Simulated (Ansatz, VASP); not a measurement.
BAs in VASP and in Ansatz

INCAR

```
SYSTEM = BAs
  PREC = Accurate
  ENCUT = 600
  EDIFF = 1E-6
  ISMEAR = -1
  SIGMA = 0.05
  LREAL = .FALSE.
  LASPH = .TRUE.
  NELM = 60
  ALGO = Normal
  ISIF = 3
  LWAVE = .FALSE.
  LCHARG = .FALSE.
  GGA = PS
  IVDW = 13
  IBRION = 2
  NSW = 60
  EDIFFG = -0.01
```

KPOINTS

```
regular mesh
0
G
  12 8 6
  0 0 0
```

The input POSCAR:

```
BAs
1.0
    2.1275493300      0.0000000000      0.0000000000
    0.0000000000      3.1740629400      0.0000000000
    0.0000000000      0.0000000000      4.9509801800
B As
1 1
Direct
    0.0000000000      0.5000000000      0.0000000000
    0.5000000000      0.5000000000      0.5000000000
```

File input.yaml:

```yaml
crystal:
  lattice:
    - [2.12754933, 0.0, 0.0]
    - [0.0, 3.17406294, 0.0]
    - [0.0, 0.0, 4.95098018]
  atoms:
    - { symbol: B, position: [0.0, 0.5, 0.0] }
    - { symbol: As, position: [0.5, 0.5, 0.5] }
hamiltonian:
  xc: pbesol
  pseudopotentials: { kind: paw }
  dispersion: d4
kpoints:
  mp_grid: { grid: [12, 8, 6] }
scf:
  occupations: { method: fermi_dirac, width: 0.05 }
output:
  forces: true
  stress: true
  eigenvalues: true
  write_density: true
  write_potential: true
  elf: true
  volumetric_format: npy
relax:
  f_tol: 0.01
  max_steps: 40
  cell: { stress_tol: 0.05 }
```

Alike in both runs: task relaxation of cell and atoms; functional PBEsol; dispersion D4; k mesh 12 × 8 × 6; occupations fermi-dirac, width 0.05 eV; no spin polarisation.

```csv
,VASP,Ansatz
version,VASP 6.6.1,Ansatz 0.2.0
potentials or method,"VASP PAW PBE potentials, release 64 (B, As)",Ansatz PAW
plane-wave cutoff (eV),600,420
valence electrons in the cell,8,18
```

```tsv
	VASP	Ansatz	Ansatz less VASP
gap on the k mesh at the Fermi level, each at its own relaxed structure (eV)	none	none	-
relaxed volume (Å³/atom)	12.39	12.34	-0.055
relaxed cell length with the largest relative difference (Å)	3.127	3.121	-0.0060
```

VASP's potentials were made for PBE, not for PBEsol. A gap of «none» marks a metal or a gap that the smearing closes. VASP's potentials hold 8 valence electrons a cell and Ansatz's 18, so a difference there can come from the potentials and not from the codes.

Noted on VASP's run: the volume moved by over 15 % at a fixed basis, so the end points are rough. Noted on Ansatz's run: the volume moved by over 15 % at a fixed basis, so the end points are rough; the plane-wave basis is chosen anew once the cell has moved, so the energies of steps on either side of that aren't comparable.
